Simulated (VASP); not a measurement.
Here is a VASP 6.6.1 calculation.

POSCAR

```
Cr
1.0
    2.9591778219      0.0000000000      0.0000000000
    0.0000000000      2.9591778219      0.0000000000
    0.0000000000      0.0000000000      2.9591778219
Cr
2
Direct
    0.0000000000      0.0000000000      0.0000000000
    0.5000000000      0.5000000000      0.5000000000
```

Contents of INCAR.step1:

```
SYSTEM = Cr
ALGO = Normal ; EDIFF = 1E-4
ENCUT = 520 ; GGA = PE
ISMEAR = 0 ; ISPIN = 2
LASPH = .True. ; LCHARG = .False.
LMAXMIX = 4 ; LREAL = .False.
LWAVE = .True. ; MAGMOM = -2.73 2.73
NBANDS = 23 ; NELM = 150
PREC = Accurate ; SIGMA = 0.1
```

File INCAR.step2:

```
SYSTEM = Cr
ALGO = Normal ; EDIFF = 1E-6
ENCUT = 520 ; ISIF = 2
ISMEAR = 0 ; ISPIN = 2
ISTART = 1 ; LASPH = .True.
LCHARG = .True. ; LELF = .True.
LMAXMIX = 4 ; LMIXTAU = .True.
LORBIT = 11 ; LREAL = .False.
LVHAR = .True. ; LWAVE = .False.
MAGMOM = -2.73 2.73 ; METAGGA = R2SCAN
NBANDS = 23 ; NELM = 150
PREC = Accurate ; SIGMA = 0.1
```

KPOINTS

```
k-points
0
Gamma
  14 14 14
  0 0 0
```

Potentials or basis: VASP PAW PBE potentials, release 64 (Cr_pv).

Launch:

```console
$ cat potpaw_PBE.64/Cr_pv/POTCAR > POTCAR
$ cp INCAR.step1 INCAR
$ mpirun -np 1 vasp_std > vasp.out
$ cp INCAR.step2 INCAR
$ mpirun -np 1 vasp_std > vasp.out
```

Question: What does it give for the band gap on the k mesh?

Answer: Zero (filled and empty bands overlap).

Question: Estimate the pressure.

Answer: 0.4 GPa.

Question: Predict the net moment.

Answer: 0.00 μB per cell.

Question: Estimate the site moments.

Answer: Cr -2.67, +2.67 μB.

Caveat: the PAW data sets were made with another functional, which shifts forces and pressure a little.
